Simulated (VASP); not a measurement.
# Cu3Au (Pm-3m) in VASP: further runs

Runs on Cu3Au. Level: PBE. Tasks: single point, relaxation of cell and atoms.

Everything below comes from runs of VASP 6.6.1. Logs are shortened: lines on timing, memory, paths and dates and some standing lists are left out, and cuts for length are marked.

### 1 The cell of the first run

It takes space group Pm-3m (No. 221, cubic). The conventional cell has a = 3.780 Å, b = 3.780 Å, c = 3.780 Å, α = 90.00°, β = 90.00°, γ = 90.00°. Cu (site symmetry 4/mmm) has 8 Cu at 2.67 Å and 4 Au at 2.67 Å within 3.5 Å. Au (site symmetry m-3m) has 12 Cu at 2.67 Å within 3.5 Å.

### 2 Single point, PBE

Input file INCAR:

```
  PREC = Accurate
  ENCUT = 600
  EDIFF = 1E-6
  ISMEAR = 0
  SIGMA = 0.1
  LREAL = F
  LASPH = T
  NELM = 120
  ALGO = Normal
  ISIF = 2
  LWAVE = F
  LCHARG = F
  GGA = PE
  NBANDS = 30
  GGA_COMPAT = F
```

Input file KPOINTS:

```
Automatic mesh
0
Gamma
  12 12 12
```

Input file POSCAR:

```
Cu3Au
1.0
    3.7804032063      0.0000000000      0.0000000000
    0.0000000000      3.7804032063      0.0000000000
    0.0000000000      0.0000000000      3.7804032063
Cu Au
3 1
Direct
    0.0000000000      0.5000000000      0.5000000000
    0.5000000000      0.5000000000      0.0000000000
    0.5000000000      0.0000000000      0.5000000000
    0.0000000000      0.0000000000      0.0000000000
```

Potentials or basis: VASP PAW PBE potentials, release 64 (Cu, Au).

Launch:

```bash
> cat potpaw_PBE.64/Cu/POTCAR potpaw_PBE.64/Au/POTCAR > POTCAR
> mpirun -np 1 vasp_std > vasp.out
```

OUTCAR:

```text
PREC = Accurate
   ENCUT = 600
   EDIFF = 1E-6
   ISMEAR = 0
   LREAL = F
   LASPH = T
   NELM = 120
   ISIF = 2
   GGA = PE

 ion  position               nearest neighbor table
   1  0.000  0.500  0.500-   2 2.67   3 2.67   4 2.67   2 2.67   4 2.67   3 2.67   4 2.67   4 2.67
                             2 2.67   3 2.67   2 2.67   3 2.67
   2  0.500  0.500  0.000-   1 2.67   3 2.67   4 2.67   1 2.67   3 2.67   3 2.67   4 2.67   3 2.67
                             1 2.67   4 2.67   1 2.67   4 2.67
   3  0.500  0.000  0.500-   1 2.67   2 2.67   4 2.67   2 2.67   4 2.67   1 2.67   2 2.67   2 2.67
                             1 2.67   4 2.67   4 2.67   1 2.67
   4  0.000  0.000  0.000-   1 2.67   2 2.67   3 2.67   1 2.67   3 2.67   1 2.67   2 2.67   1 2.67
                             2 2.67   3 2.67   3 2.67   2 2.67

  LATTYP: Found a simple cubic cell.
 ALAT       =     3.7804032063

  Lattice vectors:

 A1 = (   3.7804032063,   0.0000000000,   0.0000000000)
 A2 = (   0.0000000000,   3.7804032063,   0.0000000000)
 A3 = (   0.0000000000,   0.0000000000,   3.7804032063)

Analysis of symmetry for initial positions (statically):
=====================================================================
 Subroutine PRICEL returns:
 Original cell was already a primitive cell.

 Routine SETGRP: Setting up the symmetry group for a
 simple cubic supercell.

 Subroutine GETGRP returns: Found 48 space group operations
 (whereof 48 operations were pure point group operations)
 out of a pool of 48 trial point group operations.

The static configuration has the point symmetry O_h .

Analysis of symmetry for dynamics (positions and initial velocities):
=====================================================================
 Subroutine PRICEL returns:
 Original cell was already a primitive cell.

 Routine SETGRP: Setting up the symmetry group for a
 simple cubic supercell.

 Subroutine GETGRP returns: Found 48 space group operations
 (whereof 48 operations were pure point group operations)
 out of a pool of 48 trial point group operations.

The dynamic configuration has the point symmetry O_h .

 Subroutine INISYM returns: Found 48 space group operations
 (whereof 48 operations are pure point group operations),
 and found     1 'primitive' translations

----------------------------------------------------------------------------------------

                                     Primitive cell

[... 88 lines left out ...]
   ISPIN  =      1    spin polarized calculation?
   LNONCOLLINEAR =      F non collinear calculations
   LSORBIT =      F    spin-orbit coupling
   LASPH  =      T    aspherical Exc in radial PAW
   ENCUT  =  600.0 eV  44.10 Ry    6.64 a.u.   7.55  7.55  7.55*2*pi/ulx,y,z
   NELM   =    120;   NELMIN=  2; NELMDL= -5     # of ELM steps
   EDIFF  = 0.1E-05   stopping-criterion for ELM
   LREAL  =      F    real-space projection
   EDIFFG = 0.1E-04   stopping-criterion for IOM
   NSW    =      0    number of steps for IOM
   IBRION =     -1    ionic relax: 0-MD 1-quasi-New 2-CG
   NFREE  =      0    steps in history (QN), initial steepest desc. (CG)
   ISIF   =      2    stress and relaxation
   ISYM   =      2    0-nonsym 1-usesym 2-fastsym
   POTIM  = 0.5000    time-step for ionic-motion
   TEBEG  =    0.0;   TEEND  =   0.0 temperature during run
   PSTRESS=    0.0 pullay stress
   NELECT =      44.0000    total number of electrons
   NUPDOWN=      -1.0000    fix difference up-down
   EMIN   =  10.00;   EMAX   =-10.00  energy-range for DOS
   EFERMI =   0.00;   METHOD = LEGACY
   ISMEAR =     0;   SIGMA  =   0.10  broadening in eV -4-tet -1-fermi 0-gaus
   EFERMI_NEDOS =   21; number of points for ismear=-14 and -15
   IALGO  =     38    algorithm
   IMIX   =      4    mixing-type and parameters
     AMIX     =   0.40;   BMIX     =  1.00
     AMIX_MAG =   1.60;   BMIX_MAG =  1.00
  volume/ion in A,a.u.               =      13.51        91.15
  Fermi-wavevector in a.u.,A,eV,Ry     =   1.528813  2.889037 31.800463  2.337268
  Thomas-Fermi vector in A             =   2.636520
   LORBIT       =      0    0 simple, 1 ext, 2 COOP (PROOUT), +10 PAW based schemes
   GGA     = PE    functional components
   LHFCALC =     F    Hartree Fock is set to
   AEXX    =    0.0000 exact exchange contribution
   IVDW    =     0    specifies the selected vdW correction
   LEPSILON=     F    determine dielectric tensor
   LRPA    =     F    only Hartree local field effects (RPA)
 non-spin polarized calculation
 Gauss-broadening in eV      SIGMA  =   0.10
  energy-cutoff  :      600.00
  volume of cell :       54.03
 maximum number of plane-waves:      1856
   NGX = 15   NGY = 15   NGZ = 15

 number of electron      44.0000007 magnetization

 Free energy of the ion-electron system (eV)
  ---------------------------------------------------
  ext. energy  EPLUGINS =         0.00000000
  ---------------------------------------------------
  free energy    TOTEN  =       -14.59177898 eV

  energy without entropy =      -14.58708081  energy(sigma->0) =      -14.58942990

 E-fermi :   7.9600     XC(G=0): -12.5489

 val. band max:        7.9280630342   @ k =   0.1667   0.0833   0.0000
 cond. band min:       7.9712682389   @ k =   0.3333   0.3333   0.0000
 fundamental gap:      0.0432052048
 Fermi energy:         7.9599928494

 k-point     1 :       0.0000    0.0000    0.0000
  band No.  band energies     occupation
      1      -1.4990      2.00000
      2       1.7172      2.00000
      3       1.7172      2.00000
      4       2.5104      2.00000
      5       2.5104      2.00000
      6       2.5104      2.00000
[... 781 lines left out ...]
     29      18.7955      0.00000
     30      18.9433      0.00000

 [... further k-points ...]
[... 5 lines left out ...]
  --------------------------------------------------------------------------------------
  -------------------------------------------------------------------------------------
  Total        0.1168063      0.1168063      0.1168063     -0.0000000     -0.0000000     -0.0000000
  in kB        3.4638770      3.4638770      3.4638770     -0.0000000     -0.0000000     -0.0000000
  external PRESSURE =       3.4638770 kB  Pullay stress =       0.0000000 kB

 VOLUME and BASIS-vectors are now :
 -----------------------------------------------------------------------------
  energy-cutoff  :      600.00
  volume of cell :       54.03
      direct lattice vectors                 reciprocal lattice vectors
     3.780403206  0.000000000  0.000000000     0.264522048  0.000000000  0.000000000
     0.000000000  3.780403206  0.000000000     0.000000000  0.264522048  0.000000000
     0.000000000  0.000000000  3.780403206     0.000000000  0.000000000  0.264522048

 POSITION                                       TOTAL-FORCE (eV/Angst)
 -----------------------------------------------------------------------------------
      0.00000      1.89020      1.89020         0.000000      0.000000      0.000000
      1.89020      1.89020      0.00000         0.000000      0.000000      0.000000
      1.89020      0.00000      1.89020         0.000000      0.000000      0.000000
      0.00000      0.00000      0.00000         0.000000      0.000000      0.000000
 -----------------------------------------------------------------------------------
    total drift:                                0.000000      0.000000     -0.000000

  FREE ENERGIE OF THE ION-ELECTRON SYSTEM (eV)
  ---------------------------------------------------
  free  energy   TOTEN  =       -14.5917789817 eV

  energy  without entropy=      -14.5870808146  energy(sigma->0) =      -14.58942990
```

Run time: 1.9 min. Hardware: 1 thread of Intel Xeon Platinum 8375C at 2.90GHz (Ice Lake), shared host; peak memory 0.27 GiB.

What came out:

* Free energy: -14.5918 eV
* Pressure: 0.3 GPa
* Band gap on the k mesh: zero (band 22 reaches 9.23 eV, above the bottom of band 23 at 6.97 eV)

Levels at points of the mesh, in eV from the Fermi level:
```
           k point  band 19  band 20  band 21  band 22  band 23  band 24  band 25  band 26
(0.00, 0.00, 0.00)    -1.43    -1.43    -1.43     1.27     1.27     1.27     5.77     7.28
(0.50, 0.00, 0.00)    -2.00    -1.93    -1.55    -1.43     5.68     5.68     6.43     6.43
(0.50, 0.50, 0.00)    -2.21    -2.14    -0.56    -0.56    -0.48     0.26     8.41     9.30
(0.50, 0.50, 0.50)    -1.63    -1.63    -1.02    -0.99    -0.99    -0.99     2.30     3.96
```

Caveat: spin-orbit coupling is left out, which moves the levels of the heavy elements.

### 3 Relaxation of cell and atoms, PBE

Input file INCAR:

```
PREC = Accurate
ENCUT = 600
EDIFF = 1E-7
ISMEAR = 0
SIGMA = 0.1
LREAL = False
LASPH = True
NELM = 120
ALGO = Normal
ISIF = 3
LWAVE = False
LCHARG = False
GGA = PE
IBRION = 2
NSW = 100
EDIFFG = -0.01
GGA_COMPAT = False
NELMIN = 4
```

Input file KPOINTS:

```
regular mesh
0
Gamma
  12 12 12
```

Input file POSCAR:

```
Cu3Au
1.0
    3.7799069504      0.0000000000      0.0000000000
    0.0000000000      3.7799069504      0.0000000000
    0.0000000000      0.0000000000      3.7799069504
Cu Au
3 1
Direct
    0.0000000000      0.5000000000      0.5000000000
    0.5000000000      0.5000000000      0.0000000000
    0.5000000000      0.0000000000      0.5000000000
    0.0000000000      0.0000000000      0.0000000000
```

Potentials or basis: VASP PAW PBE potentials, release 64 (Cu, Au).

Launch:

```bash
> cat potpaw_PBE.64/Cu/POTCAR potpaw_PBE.64/Au/POTCAR > POTCAR
> mpirun -np 1 vasp_std > vasp.out
```

Run time: 3.5 min. Hardware: 1 thread of Intel Xeon Platinum 8375C at 2.90GHz (Ice Lake), shared host; peak memory 0.27 GiB.

It converged, with:

```
Free energy                            : -14.5919 eV
Relaxed volume                         : 13.53 Å³/atom
Relaxed cell                           : a = 3.783 Å, b = 3.783 Å, c = 3.783 Å, α = 90.00°, β = 90.00°, γ = 90.00°
Space group after relaxing (to 0.05 Å) : Pm-3m (No. 221)
Energy gained by relaxing              : 0.0 meV/atom
Ionic steps                            : 3
Pressure after relaxing                : 0.0 GPa
Band gap on the k mesh                 : zero (band 22 reaches 9.20 eV, above the bottom of band 23 at 6.95 eV)
```

Step by step:
```
step  energy change (eV)  largest force (eV/Å)  pressure (GPa)  volume (Å³)
   1              0.0000                0.0000            0.43        54.01
   2              0.0000                0.0000           -0.39        54.29
   3             -0.0001                0.0000            0.03        54.13
```

Final structure:
```
Cu Au
1.0
     3.78284    0.00000    0.00000
     0.00000    3.78284    0.00000
     0.00000    0.00000    3.78284
Cu Au
3 1
Cartesian
  0.0000 1.8914 1.8914
  1.8914 1.8914 0.0000
  1.8914 0.0000 1.8914
  0.0000 0.0000 0.0000
```

Levels at points of the mesh, in eV from the Fermi level:
```
           k point  band 20  band 21  band 22  band 23  band 24  band 25
(0.00, 0.00, 0.00)    -1.42    -1.42     1.27     1.27     1.27     5.76
(0.50, 0.00, 0.00)    -1.92    -1.55    -1.43     5.67     5.67     6.42
(0.50, 0.50, 0.00)    -2.13    -0.56    -0.56    -0.48     0.26     8.40
(0.50, 0.50, 0.50)    -1.63    -1.01    -0.99    -0.99    -0.99     2.30
```

Caveat: spin-orbit coupling is left out, which moves the levels of the heavy elements.
